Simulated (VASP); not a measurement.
Runs of VASP 6.6.1 on TiPt3. Symmetry: Pm-3m, No. 221, cubic system. The conventional cell has a = 3.897 Å, b = 3.897 Å, c = 3.897 Å, α = 90.00°, β = 90.00°, γ = 90.00°. Within 3.6 Å of Ti (site symmetry m-3m) lie 12 Pt at 2.76 Å. Pt (site symmetry 4/mmm) has 4 Ti at 2.76 Å and 8 Pt at 2.76 Å within 3.6 Å. 

```csv
task,level,cell,gap on the mesh (eV),pressure (GPa)
electric field gradients,PBEsol,as given,none,(a)
relaxation of the atoms,PBE,atoms relaxed,none,9.8
single point,PBE,as given,none,9.8
electric field gradients,r2SCAN,as given,none,5.8
```

Alike in all rows: potentials or basis VASP PAW PBE potentials, release 64 (Ti_sv, Pt); no spin polarisation; k mesh 9 × 9 × 9; cutoff (eV) 520; smearing fermi-dirac 0.05 eV.

**Question.** Fill in the values left out.

**Answer.** (a) 0.2.

Caveats: spin-orbit coupling is left out, which moves the levels of the heavy elements; the PAW data sets were made with another functional, which shifts forces and pressure a little (some runs); the relaxation stopped at its first step, so nothing moved (some runs).

A k mesh can miss the band edges, and the runs leave out spin-orbit coupling on Pt.

A gap of «none» marks levels without a gap at the run's occupations.
